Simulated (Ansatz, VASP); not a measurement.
ZnS in VASP and in Ansatz

Contents of POSCAR:

```
ZnS
1.0
    0.0000000000      2.6838652254      2.6838652254
    2.6838652254      0.0000000000      2.6838652254
    2.6838652254      2.6838652254      0.0000000000
Zn S
1 1
Direct
    0.7500000000      0.7500000000      0.7500000000
    0.0000000000      0.0000000000      0.0000000000
```

Contents of INCAR.step1:

```
PREC = Accurate
ENCUT = 520
EDIFF = 1E-5
ISMEAR = -1
SIGMA = 0.05
LREAL = False
LASPH = True
NELM = 80
ALGO = Normal
ISIF = 2
LWAVE = True
LCHARG = False
NBANDS = 16
GGA = PE
```

The input INCAR.step2:

```
PREC = Accurate
ENCUT = 520
EDIFF = 1E-6
ISMEAR = -1
SIGMA = 0.05
LREAL = False
LASPH = True
NELM = 80
ALGO = Normal
ISIF = 2
LWAVE = False
LCHARG = False
METAGGA = R2SCAN
LHFCALC = True
AEXX = 0.5
LMIXTAU = True
PRECFOCK = Normal
NBANDS = 16
ISTART = 1
```

KPOINTS

```
regular mesh
0
Gamma
  5 5 5
```

The input input.yaml:

```yaml
crystal:
  lattice:
    - [0.0, 2.6838652254, 2.6838652254]
    - [2.6838652254, 0.0, 2.6838652254]
    - [2.6838652254, 2.6838652254, 0.0]
  atoms:
    - { symbol: Zn, position: [0.75, 0.75, 0.75] }
    - { symbol: S, position: [0.0, 0.0, 0.0] }
hamiltonian:
  xc: r2scan50
  pseudopotentials: { kind: paw }
kpoints:
  mp_grid: { grid: [5, 5, 5] }
scf:
  occupations: { method: fermi_dirac, width: 0.05 }
output:
  forces: true
  stress: true
  eigenvalues: true
  write_density: true
  write_potential: true
  elf: true
  volumetric_format: npy
```

Alike in both runs: task single point; functional r2SCAN50; k mesh 5 × 5 × 5; occupations fermi-dirac, width 0.05 eV; no spin polarisation.

|  | VASP | Ansatz |
| --- | --- | --- |
| version | VASP 6.6.1 | Ansatz 0.2.0 |
| potentials or method | VASP PAW PBE potentials, release 64 (Zn, S) | Ansatz PAW |
| plane-wave cutoff (eV) | 520 | 500 |
| valence electrons in the cell | 18 | 18 |

VASP gave:

* gap on the k mesh at the Fermi level (eV): 6.21
* least direct gap on the mesh (eV): 6.21
* pressure (GPa): 1.0

Task: Which values does Ansatz return?

Result: gap on the k mesh at the Fermi level (eV): 6.18; least direct gap on the mesh (eV): 6.18; pressure (GPa): 1.4.

VASP's potentials were made for PBE, not for r2SCAN50.

Noted on Ansatz's run: odd divisions of the mesh miss points on the zone boundary, where band edges often lie, so the gap on the mesh can be too wide.
